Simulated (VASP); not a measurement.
# Se in VASP: a series of runs

Runs on Se. Level: PBEsol. Tasks: single point.

Program: VASP 6.6.1. These are calculated values, not measurements. Logs are shortened: lines on timing, memory, paths and dates and some standing lists are left out, and cuts for length are marked.

**1. The cell of the first run**

The structure is cubic, space group Pm-3m (No. 221). Conventional cell: a = 2.873 Å, b = 2.873 Å, c = 2.873 Å, α = 90.00°, β = 90.00°, γ = 90.00°. Within 3.8 Å of Se (site symmetry m-3m) lie 6 Se at 2.87 Å.

This isn't the form of Se at room conditions, which is trigonal, of chains.

**2. Single point, PBEsol (strained)**

Input file INCAR:

```
SYSTEM = Se
  PREC = Accurate
  ENCUT = 520
  EDIFF = 1E-6
  ISMEAR = 0
  SIGMA = 0.1
  LREAL = .FALSE.
  LASPH = .TRUE.
  NELM = 100
  ALGO = Normal
  ISIF = 2
  LWAVE = .FALSE.
  LCHARG = .FALSE.
  GGA = PS
  NBANDS = 9
```

Input file KPOINTS:

```
regular mesh
0
G
  14 14 14
  0 0 0
```

Input file POSCAR:

```
Se
1.0
    2.8731261528      0.0000000000      0.0000000000
    0.0000000000      2.8731261528      0.0000000000
    0.0000000000      0.0000000000      2.8731261528
Se
1
Direct
    0.0000000000      0.0000000000      0.0000000000
```

Potentials or basis: VASP PAW PBE potentials, release 64 (Se).

The run is started by

```
cat potpaw_PBE.64/Se/POTCAR > POTCAR
mpirun -np 1 vasp_std > vasp.out
```

OUTCAR:

```text
SYSTEM = Se
   PREC = Accurate
   ENCUT = 520
   EDIFF = 1E-6
   ISMEAR = 0
   LREAL = .FALSE.
   LASPH = .TRUE.
   NELM = 100
   ISIF = 2
   GGA = PS

 ion  position               nearest neighbor table
   1  0.000  0.000  0.000-

  LATTYP: Found a simple cubic cell.
 ALAT       =     2.8731261528

  Lattice vectors:

 A1 = (   2.8731261528,   0.0000000000,   0.0000000000)
 A2 = (   0.0000000000,   2.8731261528,   0.0000000000)
 A3 = (   0.0000000000,   0.0000000000,   2.8731261528)

Analysis of symmetry for initial positions (statically):
=====================================================================
 Subroutine PRICEL returns:
 Original cell was already a primitive cell.

 Routine SETGRP: Setting up the symmetry group for a
 simple cubic supercell.

 Subroutine GETGRP returns: Found 48 space group operations
 (whereof 48 operations were pure point group operations)
 out of a pool of 48 trial point group operations.

The static configuration has the point symmetry O_h .

Analysis of symmetry for dynamics (positions and initial velocities):
=====================================================================
 Subroutine PRICEL returns:
 Original cell was already a primitive cell.

 Routine SETGRP: Setting up the symmetry group for a
 simple cubic supercell.

 Subroutine GETGRP returns: Found 48 space group operations
 (whereof 48 operations were pure point group operations)
 out of a pool of 48 trial point group operations.

The dynamic configuration has the point symmetry O_h .

 Subroutine INISYM returns: Found 48 space group operations
 (whereof 48 operations are pure point group operations),
 and found     1 'primitive' translations

----------------------------------------------------------------------------------------

                                     Primitive cell

  volume of cell :      23.7172

  direct lattice vectors                    reciprocal lattice vectors
     2.873126153  0.000000000  0.000000000     0.348052938  0.000000000  0.000000000
     0.000000000  2.873126153  0.000000000     0.000000000  0.348052938  0.000000000
     0.000000000  0.000000000  2.873126153     0.000000000  0.000000000  0.348052938

  length of vectors
     2.873126153  2.873126153  2.873126153     0.348052938  0.348052938  0.348052938

  position of ions in fractional coordinates (direct lattice)
     0.000000000  0.000000000  0.000000000

  ion indices of the primitive-cell ions
   primitive index   ion index
                 1           1

----------------------------------------------------------------------------------------

 KPOINTS: regular mesh

Automatic generation of k-mesh.
 Grid dimensions read from file:
 generate k-points for:   14   14   14

 Generating k-lattice:

  Cartesian coordinates                     Fractional coordinates (reciprocal lattice)
     0.024860924  0.000000000  0.000000000     0.071428571  0.000000000  0.000000000
     0.000000000  0.024860924  0.000000000     0.000000000  0.071428571  0.000000000
     0.000000000  0.000000000  0.024860924     0.000000000  0.000000000  0.071428571

  Length of vectors
     0.024860924  0.024860924  0.024860924

  Shift w.r.t. Gamma in fractional coordinates (k-lattice)
     0.000000000  0.000000000  0.000000000

 Subroutine IBZKPT returns following result:
 ===========================================

 Found    120 irreducible k-points:

 Following reciprocal coordinates:
            Coordinates               Weight
  0.000000  0.000000  0.000000      1.000000
  0.071429  0.000000  0.000000      6.000000
  0.142857  0.000000  0.000000      6.000000
  0.214286  0.000000  0.000000      6.000000
  0.285714  0.000000  0.000000      6.000000
  0.357143  0.000000  0.000000      6.000000
[... 16 lines left out ...]
  0.285714  0.214286  0.000000     24.000000
  0.357143  0.214286  0.000000     24.000000
 [... further k-points ...]
   k-points           NKPTS =    120   k-points in BZ     NKDIM =    120   number of bands    NBANDS=      9
   number of dos      NEDOS =    301   number of ions     NIONS =      1
   total plane-waves  NPLWV =  13824
   dimension x,y,z NGX =    24 NGY =   24 NGZ =   24
   dimension x,y,z NGXF=    48 NGYF=   48 NGZF=   48
   ions per type =               1
   NGX,Y,Z   is equivalent  to a cutoff of  13.89, 13.89, 13.89 a.u.
   NGXF,Y,Z  is equivalent  to a cutoff of  27.77, 27.77, 27.77 a.u.
 SYSTEM =  Se
   PREC   = accura    normal or accurate (medium, high low for compatibility)
   ISTART =      0    job   : 0-new  1-cont  2-samecut
   ICHARG =      2    charge: 1-file 2-atom 10-const
   ISPIN  =      1    spin polarized calculation?
   LNONCOLLINEAR =      F non collinear calculations
   LSORBIT =      F    spin-orbit coupling
   LASPH  =      T    aspherical Exc in radial PAW
   ENCUT  =  520.0 eV  38.22 Ry    6.18 a.u.   5.34  5.34  5.34*2*pi/ulx,y,z
   NELM   =    100;   NELMIN=  2; NELMDL= -5     # of ELM steps
   EDIFF  = 0.1E-05   stopping-criterion for ELM
   LREAL  =      F    real-space projection
   EDIFFG = 0.1E-04   stopping-criterion for IOM
   NSW    =      0    number of steps for IOM
   IBRION =     -1    ionic relax: 0-MD 1-quasi-New 2-CG
   NFREE  =      0    steps in history (QN), initial steepest desc. (CG)
   ISIF   =      2    stress and relaxation
   ISYM   =      2    0-nonsym 1-usesym 2-fastsym
   POTIM  = 0.5000    time-step for ionic-motion
   TEBEG  =    0.0;   TEEND  =   0.0 temperature during run
   PSTRESS=    0.0 pullay stress
   NELECT =       6.0000    total number of electrons
   NUPDOWN=      -1.0000    fix difference up-down
   EMIN   =  10.00;   EMAX   =-10.00  energy-range for DOS
   EFERMI =   0.00;   METHOD = LEGACY
   ISMEAR =     0;   SIGMA  =   0.10  broadening in eV -4-tet -1-fermi 0-gaus
   EFERMI_NEDOS =   21; number of points for ismear=-14 and -15
   IALGO  =     38    algorithm
   IMIX   =      4    mixing-type and parameters
     AMIX     =   0.40;   BMIX     =  1.00
     AMIX_MAG =   1.60;   BMIX_MAG =  1.00
  volume/ion in A,a.u.               =      23.72       160.05
  Fermi-wavevector in a.u.,A,eV,Ry     =   1.035390  1.956603 14.585882  1.072032
  Thomas-Fermi vector in A             =   2.169731
   LORBIT       =      0    0 simple, 1 ext, 2 COOP (PROOUT), +10 PAW based schemes
   GGA     = PS    functional components
   LHFCALC =     F    Hartree Fock is set to
   AEXX    =    0.0000 exact exchange contribution
   IVDW    =     0    specifies the selected vdW correction
   LEPSILON=     F    determine dielectric tensor
   LRPA    =     F    only Hartree local field effects (RPA)
 non-spin polarized calculation
 Gauss-broadening in eV      SIGMA  =   0.10
  energy-cutoff  :      520.00
  volume of cell :       23.72
 maximum number of plane-waves:       657
 NGX is ok and might be reduce to    24
   NGX = 11   NGY = 11   NGZ = 11

 number of electron       5.9999999 magnetization

 Free energy of the ion-electron system (eV)
  ---------------------------------------------------
  ext. energy  EPLUGINS =         0.00000000
  ---------------------------------------------------
  free energy    TOTEN  =        -3.72047474 eV

  energy without entropy =       -3.71832392  energy(sigma->0) =       -3.71939933

 E-fermi :   3.9928     XC(G=0):  -9.8732

 val. band max:        3.9693461353   @ k =   0.2857   0.1429   0.0714
 cond. band min:       4.0718881147   @ k =   0.2143   0.2143   0.1429
 fundamental gap:      0.1025419794
 Fermi energy:         3.9927622752

 k-point     1 :       0.0000    0.0000    0.0000
  band No.  band energies     occupation
      1     -11.6291      2.00000
      2       5.3238      0.00000
      3       5.3238      0.00000
      4       5.3238      0.00000
      5      11.4016      0.00000
      6      11.8231      0.00000
      7      11.8231      0.00000
      8      25.7385      0.00000
      9      25.7385      0.00000

 k-point     2 :       0.0714    0.0000    0.0000
  band No.  band energies     occupation
      1     -11.5611      2.00000
      2       4.5862      0.00000
      3       5.3770      0.00000
      4       5.3770      0.00000
      5      11.5829      0.00000
      6      11.8944      0.00000
      7      12.6118      0.00000
      8      24.3811      0.00000
      9      24.3811      0.00000

 k-point     3 :       0.1429    0.0000    0.0000
  band No.  band energies     occupation
      1     -11.3613      2.00000
      2       3.0513      2.00000
      3       5.5308      0.00000
      4       5.5308      0.00000
      5      11.8589      0.00000
      6      12.1047      0.00000
      7      14.5370      0.00000
      8      22.5695      0.00000
      9      22.5695      0.00000

 k-point     4 :       0.2143    0.0000    0.0000
  band No.  band energies     occupation
      1     -11.0447      2.00000
      2       1.3944      2.00000
      3       5.7670      0.00000
      4       5.7670      0.00000
      5      12.2827      0.00000
      6      12.4412      0.00000
      7      16.6984      0.00000
      8      20.8964      0.00000
      9      20.8964      0.00000
[... 205 lines left out ...]
 k-point    22 :       0.2143    0.2143    0.0000
  band No.  band energies     occupation
      1     -10.4625      2.00000
      2       1.9260      2.00000
      3       1.9454      2.00000
      4       6.2001      0.00000
      5      12.9135      0.00000
      6      14.6805      0.00000
      7      17.8176      0.00000
      8      18.6737      0.00000
      9      21.0007      0.00000

 k-point    23 :       0.2857    0.2143    0.0000
  band No.  band energies     occupation
      1     -10.0621      2.00000
      2       0.4256      2.00000
      3       2.2993      2.00000
      4       6.4777      0.00000
      5      12.8718      0.00000
      6      14.0794      0.00000
      7      18.4873      0.00000
      8      19.9596      0.00000
      9      19.9832      0.00000

 k-point    24 :       0.3571    0.2143    0.0000
  band No.  band energies     occupation
      1      -9.6366      2.00000
      2      -0.8227      2.00000
      3       2.6759      2.00000
      4       6.7516      0.00000
      5      12.0710      0.00000
      6      14.3831      0.00000
      7      18.8270      0.00000
      8      18.9458      0.00000
      9      20.0043      0.00000

 [... further k-points ...]
[... 5 lines left out ...]
  --------------------------------------------------------------------------------------
  -------------------------------------------------------------------------------------
  Total       -0.9116411     -0.9116411     -0.9116411     -0.0000000     -0.0000000      0.0000000
  in kB      -61.5843538    -61.5843538    -61.5843538     -0.0000000     -0.0000000      0.0000000
  external PRESSURE =     -61.5843538 kB  Pullay stress =       0.0000000 kB

 VOLUME and BASIS-vectors are now :
 -----------------------------------------------------------------------------
  energy-cutoff  :      520.00
  volume of cell :       23.72
      direct lattice vectors                 reciprocal lattice vectors
     2.873126153  0.000000000  0.000000000     0.348052938  0.000000000  0.000000000
     0.000000000  2.873126153  0.000000000     0.000000000  0.348052938  0.000000000
     0.000000000  0.000000000  2.873126153     0.000000000  0.000000000  0.348052938

 POSITION                                       TOTAL-FORCE (eV/Angst)
 -----------------------------------------------------------------------------------
      0.00000      0.00000      0.00000         0.000000      0.000000      0.000000
 -----------------------------------------------------------------------------------
    total drift:                               -0.000000      0.000000      0.000000

  FREE ENERGIE OF THE ION-ELECTRON SYSTEM (eV)
  ---------------------------------------------------
  free  energy   TOTEN  =        -3.7204747435 eV

  energy  without entropy=       -3.7183239237  energy(sigma->0) =       -3.71939933
```

Wall time 7.2 s (1 thread of Intel Xeon Platinum 8488C (Sapphire Rapids), shared host); peak memory 0.15 GiB.

What came out:

```
Free energy            : -3.7205 eV
Pressure               : -6.2 GPa
Band gap on the k mesh : zero (bands 3 and 4 overlap by 5.75 eV)
```

Caveat: the cell differs from its parent crystal (strained); the cell stands under tension; the PAW data sets were made with another functional, which shifts forces and pressure a little.

**3. Single point, PBEsol (strained)**

Input file INCAR:

```
  PREC = Accurate
  ENCUT = 520
  EDIFF = 1E-6
  ISMEAR = 0
  SIGMA = 0.1
  LREAL = False
  LASPH = True
  NELM = 60
  ALGO = Normal
  ISIF = 2
  LWAVE = False
  LCHARG = True
  GGA = PS
  LELF = True
  LVHAR = True
  NBANDS = 9
```

Input file KPOINTS:

```
regular mesh
0
Gamma
  14 14 14
```

Input file POSCAR:

```
Se
1.0
    2.8464539098      0.0000000000      0.0000000000
    0.0000000000      2.7342562340      0.0035975207
    0.0000000000      0.0035975207      2.7900459100
Se
1
Direct
    0.0000000000      0.0000000000      0.0000000000
```

Potentials or basis: VASP PAW PBE potentials, release 64 (Se).

The run is started by

```
cat potpaw_PBE.64/Se/POTCAR > POTCAR
mpirun -np 1 vasp_std > vasp.out
```

OUTCAR:

```text
PREC = Accurate
   ENCUT = 520
   EDIFF = 1E-6
   ISMEAR = 0
   LREAL = False
   LASPH = True
   NELM = 60
   ISIF = 2
   GGA = PS

 ion  position               nearest neighbor table
   1  0.000  0.000  0.000-

  LATTYP: Found a simple monoclinic cell.
 ALAT       =     2.7342586007
 B/A-ratio  =     1.0410331741
 C/A-ratio  =     1.0204039328
 COS(beta)  =    -0.0026051302

  Lattice vectors:

 A1 = (   0.0000000000,   2.7342562340,   0.0035975207)
[... 459 lines left out ...]
 k-point    24 :       0.5000    0.1429   -0.0000
  band No.  band energies     occupation
      1      -9.0584      2.00000
      2      -1.8741      2.00000
      3       5.9550      0.00000
      4       8.1074      0.00000
      5      14.3588      0.00000
      6      15.8076      0.00000
      7      19.0216      0.00000
      8      19.4604      0.00000
      9      19.7101      0.00000

 [... further k-points ...]
[... 5 lines left out ...]
  --------------------------------------------------------------------------------------
  -------------------------------------------------------------------------------------
  Total       -0.3940743      0.3406536      0.0020952      0.0000000     -0.0009281      0.0000000
  in kB      -29.0760014     25.1344626      0.1545908      0.0000000     -0.0684748      0.0000000
  external PRESSURE =      -1.2623160 kB  Pullay stress =       0.0000000 kB

 VOLUME and BASIS-vectors are now :
 -----------------------------------------------------------------------------
  energy-cutoff  :      520.00
  volume of cell :       21.71
      direct lattice vectors                 reciprocal lattice vectors
     2.846453910  0.000000000  0.000000000     0.351314313  0.000000000  0.000000000
     0.000000000  2.734256234  0.003597521     0.000000000  0.365730791 -0.000471578
     0.000000000  0.003597521  2.790045910     0.000000000 -0.000471578  0.358417649

 POSITION                                       TOTAL-FORCE (eV/Angst)
 -----------------------------------------------------------------------------------
      0.00000      0.00000      0.00000         0.000000     -0.000000      0.000000
 -----------------------------------------------------------------------------------
    total drift:                                0.000000     -0.000000      0.000000

  FREE ENERGIE OF THE ION-ELECTRON SYSTEM (eV)
  ---------------------------------------------------
  free  energy   TOTEN  =        -3.7569440345 eV

  energy  without entropy=       -3.7549685424  energy(sigma->0) =       -3.75595629
```

OSZICAR:

```text
N       E                     dE             d eps       ncg     rms          rms(c)
DAV:   1     0.927464670270E+01    0.92746E+01   -0.29020E+03 14488   0.571E+02
DAV:   2    -0.345162642460E+01   -0.12726E+02   -0.12195E+02 19508   0.770E+01
DAV:   3    -0.375523680846E+01   -0.30361E+00   -0.29798E+00 17067   0.109E+01
DAV:   4    -0.375586356479E+01   -0.62676E-03   -0.62672E-03 20134   0.554E-01
DAV:   5    -0.375586403142E+01   -0.46664E-06   -0.46668E-06 17213   0.127E-02    0.408E+00
DAV:   6    -0.375644736711E+01   -0.58334E-03   -0.58148E-04 17001   0.158E-01    0.244E+00
DAV:   7    -0.375693764539E+01   -0.49028E-03   -0.11585E-03 15340   0.228E-01    0.427E-02
DAV:   8    -0.375694243825E+01   -0.47929E-05   -0.50721E-05 16683   0.422E-02    0.718E-03
DAV:   9    -0.375694386653E+01   -0.14283E-05   -0.17226E-06 17637   0.824E-03    0.345E-03
DAV:  10    -0.375694403447E+01   -0.16795E-06   -0.66265E-07 15085   0.428E-03
   1 F= -.37569440E+01 E0= -.37559563E+01  d E =-.197549E-02
```

It took 40 s on 1 thread of Intel Xeon Platinum 8488C (Sapphire Rapids), shared host; peak memory 0.25 GiB.

Results:

```yaml
Free_energy: -3.7569 eV
Pressure: -0.1 GPa
Band_gap_on_the_k_mesh: zero (bands 3 and 4 overlap by 6.06 eV)
```

Stress tensor (GPa, compression positive):
```
-2.91  0.00  0.00
 0.00  2.51 -0.01
 0.00 -0.01  0.02
```

Caveat: the cell differs from its parent crystal (strained); the PAW data sets were made with another functional, which shifts forces and pressure a little.
